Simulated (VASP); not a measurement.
Input of a VASP 6.6.1 run:

The input INCAR:

```
SYSTEM = Li3WS4
PREC = Accurate ; ENCUT = 600
EDIFF = 1E-6 ; ISMEAR = 0
SIGMA = 0.1 ; LREAL = .FALSE.
LASPH = .TRUE. ; NELM = 100
ALGO = Normal ; ISIF = 3
LWAVE = .FALSE. ; LCHARG = .FALSE.
GGA = PE ; IBRION = 2
NSW = 100 ; EDIFFG = -0.01
```

KPOINTS

```
Automatic mesh
0
G
  10 10 10
  0 0 0
```

Contents of POSCAR:

```
Li3WS4
1.0
   -3.0746567202      3.0746567202      3.0746567202
    3.0746567202     -3.0746567202      3.0746567202
    3.0746567202      3.0746567202     -3.0746567202
Li W S
3 1 4
Direct
    0.0000000000      0.5000000000      0.5000000000
    0.5000000000      0.0000000000      0.5000000000
    0.5000000000      0.5000000000      0.0000000000
    0.0000000000      0.0000000000      0.0000000000
    0.5000000000      0.5000000000      0.5000000000
    0.0000000000      0.0000000000      0.5000000000
    0.0000000000      0.5000000000      0.0000000000
    0.5000000000      0.0000000000      0.0000000000
```

Potentials or basis: VASP PAW PBE potentials, release 64 (Li_sv, W_sv, S).

Run with:

```console
$ cat potpaw_PBE.64/Li_sv/POTCAR potpaw_PBE.64/W_sv/POTCAR potpaw_PBE.64/S/POTCAR > POTCAR
$ mpirun -np 1 vasp_std > vasp.out
```

Question: Predict the relaxed cell.

Answer: a = 5.308 Å, b = 5.308 Å, c = 5.308 Å, α = 109.47°, β = 109.47°, γ = 109.47°.

Question: What does it give for the relaxed volume?

Answer: 14.39 Å³/atom.

Question: Predict the space group after relaxing (to 0.05 Å).

Answer: Im-3m (No. 229).

Final structure:
```yaml
crystal:
  lattice:
    - [-3.06446, 3.06446, 3.06446]
    - [3.06446, -3.06446, 3.06446]
    - [3.06446, 3.06446, -3.06446]
  atoms:
    - { symbol: Li, position: [0.00000, 0.50000, 0.50000] }
    - { symbol: Li, position: [0.50000, 0.00000, 0.50000] }
    - { symbol: Li, position: [0.50000, 0.50000, 0.00000] }
    - { symbol: W, position: [0.00000, 0.00000, 0.00000] }
    - { symbol: S, position: [0.50000, 0.50000, 0.50000] }
    - { symbol: S, position: [0.00000, 0.00000, 0.50000] }
    - { symbol: S, position: [0.00000, 0.50000, 0.00000] }
    - { symbol: S, position: [0.50000, 0.00000, 0.00000] }
```

Caveat: the cutoff is under 1.25 times the usual one of these potentials, so pressure, stress and relaxed cells hold a basis-set (Pulay) error.
